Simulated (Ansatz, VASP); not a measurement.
## Ti: VASP beside Ansatz

INCAR

```
ALGO = Fast
EDIFF = 1E-6
ENCUT = 520
GGA = PE
ISIF = 2
ISMEAR = 0
LASPH = True
LCHARG = False
LREAL = False
LWAVE = False
NBANDS = 19
NELM = 80
PREC = Accurate
SIGMA = 0.1
```

The input KPOINTS:

```
k-points
0
Gamma
  15 15 8
```

File POSCAR:

```
Ti
1.0
    2.9499978604      0.0000000000      0.0000000000
   -1.4749989302      2.5547730882      0.0000000000
    0.0000000000      0.0000000000      4.6860000000
Ti
2
Direct
    0.4067253699      0.8134507399      0.2500000000
    0.6666666667      0.3333333333      0.7500000000
```

Input for Ansatz:

```yaml
crystal:
  lattice:
    - [2.9499978604, 0.0, 0.0]
    - [-1.4749989302, 2.5547730882, 0.0]
    - [0.0, 0.0, 4.686]
  atoms:
    - { symbol: Ti, position: [0.4067253699, 0.8134507399, 0.25] }
    - { symbol: Ti, position: [0.6666666667, 0.3333333333, 0.75] }
basis:
  ecutwfc: 420
kpoints:
  mp_grid: { grid: [15, 15, 8] }
hamiltonian:
  xc: pbe
scf:
  occupations: { method: gaussian, width: 0.1 }
output:
  forces: true
  stress: true
  eigenvalues: true
```

Change from the starting cell: one atom moved.

Alike in both runs: task single point; functional PBE; k mesh 15 × 15 × 8; occupations gaussian, width 0.1 eV; no spin polarisation.

```csv
,VASP,Ansatz
version,VASP 6.6.1,Ansatz 0.2.0
potentials or method,"VASP PAW PBE potentials, release 64 (Ti_sv), cutoff 520 eV","scalar-relativistic, plane waves, PAW"
valence electrons in the cell,24,24
```

Ansatz gave:

- gap on the k mesh at the Fermi level (eV): none
- pressure (GPa): -2.3
- traceless stress, the component that is largest in VASP (GPa): -5.04
- rms of the force components (eV/Å): 0.260

Task: Which values does VASP return?

Result: gap on the k mesh at the Fermi level (eV): none; pressure (GPa): -2.5; traceless stress, the component that is largest in VASP (GPa): -5.01; rms of the force components (eV/Å): 0.262.

Atom by atom the forces differ by 0.002 eV/Å (rms over components). A gap of «none» marks a metal or a gap that the smearing closes.
